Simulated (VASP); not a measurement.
Write the native input for VASP 6.6.1 that does the following.

| Property | Result |
| --- | --- |
| Task | single point |
| Functional | r2SCAN |
| Potentials or basis | VASP PAW PBE potentials, release 64 (Ta_pv, F, Sr_sv, Li_sv) |
| Cutoff | 520 eV |
| k mesh | 5 × 4 × 2, shifted |
| Occupations | gaussian, width 0.0619 eV |
| Spin | no spin polarisation |
| Dipole correction | no |
| Further INCAR settings | ALGO = Normal; EDIFF = 1e-06; NBANDS = 56 |

Crystal: SrLi2Ta2F7.

```
Ta F Sr Li
1.0
     0.02435    4.01243   -0.16601
     4.22564    0.02435    0.08307
     1.93361    2.40085   -9.92138
Ta F Sr Li
2 7 1 2
Direct
  0.35921 0.41477 0.23775
  0.64334 0.64909 0.76333
  0.31927 0.25071 0.44392
  0.69016 0.68899 0.56582
  0.55218 0.11247 0.81102
  0.10939 0.51438 0.81465
  0.44790 0.94269 0.18874
  0.91549 0.39802 0.20332
  0.54373 0.51115 0.98820
  0.02402 0.96507 0.00677
  0.75124 0.20142 0.48707
  0.23441 0.69725 0.50213
```

These files were run (other wordings do the same):

POSCAR

```
SrLi2Ta2F7
1.0
    0.0243535900      4.0124342900     -0.1660065300
    4.2256407500      0.0243535900      0.0830709500
    1.9336126700      2.4008485500     -9.9213757500
Ta F Sr Li
2 7 1 2
Direct
    0.3592090000      0.4147670000      0.2377550000
    0.6433380000      0.6490950000      0.7633300000
    0.3192690000      0.2507060000      0.4439190000
    0.6901560000      0.6889930000      0.5658210000
    0.5521780000      0.1124740000      0.8110220000
    0.1093870000      0.5143810000      0.8146510000
    0.4479020000      0.9426880000      0.1887440000
    0.9154870000      0.3980220000      0.2033180000
    0.5437310000      0.5111520000      0.9881950000
    0.0240180000      0.9650680000      0.0067660000
    0.7512400000      0.2014180000      0.4870730000
    0.2344140000      0.6972530000      0.5021250000
```

INCAR.step1

```
SYSTEM = SrLi2Ta2F7
  PREC = Accurate
  ENCUT = 520
  ISMEAR = 0
  SIGMA = 0.0619
  LREAL = .FALSE.
  LASPH = .TRUE.
  NELM = 100
  NBANDS = 56
  GGA = PE
  ALGO = Normal
  EDIFF = 1E-4
  LWAVE = .TRUE.
  LCHARG = .FALSE.
```

INCAR.step2

```
SYSTEM = SrLi2Ta2F7
  PREC = Accurate
  ENCUT = 520
  EDIFF = 1E-6
  ISMEAR = 0
  SIGMA = 0.0619
  LREAL = .FALSE.
  LASPH = .TRUE.
  NELM = 100
  ALGO = Normal
  ISIF = 2
  LWAVE = .FALSE.
  LCHARG = .FALSE.
  METAGGA = R2SCAN
  LMIXTAU = .TRUE.
  NBANDS = 56
  ISTART = 1
```

KPOINTS

```
Automatic mesh
0
Gamma
  5 4 2
  0 0.5 0.5
```

Potentials or basis: VASP PAW PBE potentials, release 64 (Ta_pv, F, Sr_sv, Li_sv).

Launch:

```console
$ cat potpaw_PBE.64/Ta_pv/POTCAR potpaw_PBE.64/F/POTCAR potpaw_PBE.64/Sr_sv/POTCAR potpaw_PBE.64/Li_sv/POTCAR > POTCAR
$ cp INCAR.step1 INCAR
$ mpirun -np 1 vasp_std > vasp.out
$ cp INCAR.step2 INCAR
$ mpirun -np 1 vasp_std > vasp.out
```

Results of the run:

| Quantity | Value |
| --- | --- |
| Largest force | 2.927 eV/Å |
| Band gap on the k mesh | zero (an odd number of electrons rules out a gap without spin polarisation) |

Caveat: the k points lie up to 0.38 Å⁻¹ apart, too coarse for converged energies and pressures of a metal; the PAW data sets were made with another functional, which shifts forces and pressure a little; spin-orbit coupling is left out, which moves the levels of the heavy elements; an odd number of electrons without spin polarisation forces a metal; a magnetic or distorted state may lie lower.

It took 19 min on 1 thread of Intel(R) Xeon(R) Platinum 8175M CPU @ 2.50GHz (Skylake/Cascade Lake), on a shared host, peak memory 0.39 GiB.
